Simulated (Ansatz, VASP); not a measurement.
Two plane-wave programs on Co

INCAR

```
ALGO = Normal
EDIFF = 1E-7
ENCUT = 520
GGA = RP
ISIF = 2
ISMEAR = -1
ISPIN = 2
LASPH = T
LCHARG = T
LELF = T
LMAXMIX = 4
LORBIT = 11
LREAL = F
LVHAR = T
LWAVE = F
MAGMOM = 1.79 1.79
NBANDS = 20
NELM = 150
PREC = Accurate
SIGMA = 0.05
```

The input KPOINTS:

```
k-points
0
Gamma
  12 12 12
```

POSCAR

```
Co
1.0
    0.0000000000      2.5347996921      2.5347996921
    2.5347996921      0.0000000000      2.5347996921
    2.5347996921      2.5347996921      0.0000000000
Co
2
Direct
    0.1250000000      0.1250000000      0.1250000000
    0.8750000000      0.8750000000      0.8750000000
```

Input for Ansatz:

```yaml
crystal:
  lattice:
    - [0.0, 2.5347996921, 2.5347996921]
    - [2.5347996921, 0.0, 2.5347996921]
    - [2.5347996921, 2.5347996921, 0.0]
  atoms:
    - { symbol: Co, position: [0.125, 0.125, 0.125], spin: 1.79 }
    - { symbol: Co, position: [0.875, 0.875, 0.875], spin: 1.79 }
hamiltonian:
  xc: rpbe
  pseudopotentials:
    kind: paw
    azcp:
      Co: "pseudopotentials/Co.paw.azcp"
basis:
  ecutwfc: 420
  fft_grid_basis: typed
kpoints:
  mp_grid: { grid: [12, 12, 12], shift: [0, 0, 0] }
magnetization:
  spin_polarized: true
scf:
  occupations: { method: fermi_dirac, width: 0.05 }
  lower_state_search: "off"
output:
  stress: true
  write_density: true
  write_potential: true
  elf: true
  volumetric_format: npy
```

Alike in both runs: task single point; functional RPBE; k mesh 12 × 12 × 12; occupations fermi-dirac, width 0.05 eV; collinear spin.

```csv
,VASP,Ansatz
version,VASP 6.6.1,Ansatz 0.2.0
potentials or method,"VASP PAW PBE potentials, release 64 (Co), cutoff 520 eV","plane waves (420 eV) with PAW, scalar-relativistic"
valence electrons in the cell,18,34
```

VASP gave:

```
pressure (GPa)                                                : 3.4
net moment per atom (μB)                                      : 1.73
size of the moment on the site where the two differ most (μB) : 1.72
```

Problem. Estimate Ansatz's values.

Solution. Pressure (GPa): 4.0; net moment per atom (μB): 1.73; size of the moment on the site where the two differ most (μB): 1.76.

VASP's potentials were made for PBE, not for RPBE. Site moments also hang on the region over which each program counts them. VASP's potentials hold 18 valence electrons a cell and Ansatz's 34, so a difference there can come from the potentials and not from the codes.
